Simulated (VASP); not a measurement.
Here is a VASP 6.6.1 calculation.

File POSCAR:

```
KI
1.0
    6.0394505649      0.0000000000      0.0000000000
   -3.0197252825      5.2303176141      0.0000000000
    0.0000000000      0.0000000000      7.0391244471
K I
2 2
Direct
    0.3333333333      0.6666666667     -0.0625000000
    0.6666666667      0.3333333333      0.4375000000
    0.3333333333      0.6666666667      0.4375000000
    0.6666666667      0.3333333333      0.9375000000
```

File INCAR.step1:

```
SYSTEM = KI
PREC = Accurate
ENCUT = 520
EDIFF = 1E-5
ISMEAR = 0
SIGMA = 0.01
LREAL = .False.
LASPH = .True.
NELM = 80
ALGO = Normal
ISIF = 2
LWAVE = .True.
LCHARG = .False.
GGA = PE
NBANDS = 24
```

Contents of INCAR.step2:

```
SYSTEM = KI
PREC = Accurate
ENCUT = 520
EDIFF = 1E-6
ISMEAR = 0
SIGMA = 0.01
LREAL = .False.
LASPH = .True.
NELM = 80
ALGO = Normal
ISIF = 2
LWAVE = .False.
LCHARG = .False.
GGA = PE
LHFCALC = .True.
AEXX = 0.4
HFSCREEN = 0.3
PRECFOCK = Normal
ISTART = 1
NBANDS = 24
```

The input KPOINTS:

```
regular mesh
0
Gamma
  3 3 2
  0 0 0
```

Potentials or basis: VASP PAW PBE potentials, release 64 (K_sv, I).

Command:

```sh
$ cat potpaw_PBE.64/K_sv/POTCAR potpaw_PBE.64/I/POTCAR > POTCAR
$ cp INCAR.step1 INCAR
$ mpirun -np 1 vasp_std > vasp.out
$ cp INCAR.step2 INCAR
$ mpirun -np 1 vasp_std > vasp.out
```

(1) Estimate the band gap on the k mesh.

(2) Predict the pressure.

Results:

(1) 4.98 eV.

(2) 0.1 GPa.

Caveat: the k points lie up to 0.45 Å⁻¹ apart; the PAW data sets were made with another functional, which shifts forces and pressure a little; spin-orbit coupling is left out, which moves the levels of the heavy elements.
